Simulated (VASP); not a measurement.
A run of VASP 6.6.1:

File INCAR:

```
SYSTEM = Li4F
PREC = Accurate
ENCUT = 520
EDIFF = 1E-6
ISMEAR = 0
SIGMA = 0.1
LREAL = .False.
LASPH = .True.
NELM = 60
ALGO = Normal
ISIF = 2
LWAVE = .False.
LCHARG = .True.
GGA = PE
LELF = .True.
LVHAR = .True.
NBANDS = 18
```

Contents of KPOINTS:

```
regular mesh
0
Gamma
  6 6 6
  0 0 0
```

The input POSCAR:

```
Li4F
1.0
    2.5779334142      1.4883705533      5.2952107925
   -2.5779334142      1.4883705533      5.2952107925
    0.0000000000     -2.9767410986      5.2952107947
Li F
4 1
Direct
    0.5000000000      0.5000000000      0.0000000000
    0.0000000000      0.5000000000      0.5000000000
    0.5000000000      0.0000000000      0.5000000000
    0.5000000000      0.5000000000      0.5000000000
    0.0000000000      0.0000000000      0.0000000000
```

Potentials or basis: VASP PAW PBE potentials, release 64 (Li_sv, F).

Command:

```console
$ cat potpaw_PBE.64/Li_sv/POTCAR potpaw_PBE.64/F/POTCAR > POTCAR
$ mpirun -np 1 vasp_std > vasp.out
```

Hardware: 1 thread of Intel(R) Xeon(R) Platinum 8259CL CPU @ 2.50GHz (Skylake/Cascade Lake) (shared host).

How long does it take, and how much memory?

Wall time 83 s on 1 thread of Intel(R) Xeon(R) Platinum 8259CL CPU @ 2.50GHz (Skylake/Cascade Lake) (shared host), peak memory 0.32 GiB. Counts: scf iterations 13, k points 32.
